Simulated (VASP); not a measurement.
Crystal: WS2.

```xyz
3
Lattice="0.0000 2.9312 2.9312 2.9312 0.0000 2.9312 2.9312 2.9312 0.0000" Properties=species:S:1:pos:R:3 pbc="T T T"
W     0.0000    0.0000    0.0000
S     1.4656    1.4656    1.4656
S     4.3967    4.3967    4.3967
```

Base run:

- Program: VASP 6.6.1
- Functional: r2SCAN
- Potentials or basis: VASP PAW PBE potentials, release 64 (W_sv, S)
- Cutoff: 520 eV
- k mesh: 6 × 6 × 6
- Occupations: fermi-dirac, width 0.02 eV
- Spin: no spin polarisation

Its results: band gap on the k mesh zero (bands 13 and 14 overlap by 1.29 eV); pressure -0.3 GPa.

Question: The run is repeated on the same cell with these changes: functional from r2SCAN to HSE06; k mesh from 6 × 6 × 6 to 4 × 4 × 4. What comes out?

Answer: Band gap on the k mesh zero (bands 13 and 14 overlap by 1.41 eV); pressure -4.4 GPa.

Several settings changed at once.

Caveats: some runs use coarse meshes; the structure was generated, so it needn't be the stable form of WS2; the PAW data sets were made with another functional, which shifts forces and pressure a little; spin-orbit coupling is left out, which moves the levels of the heavy elements.
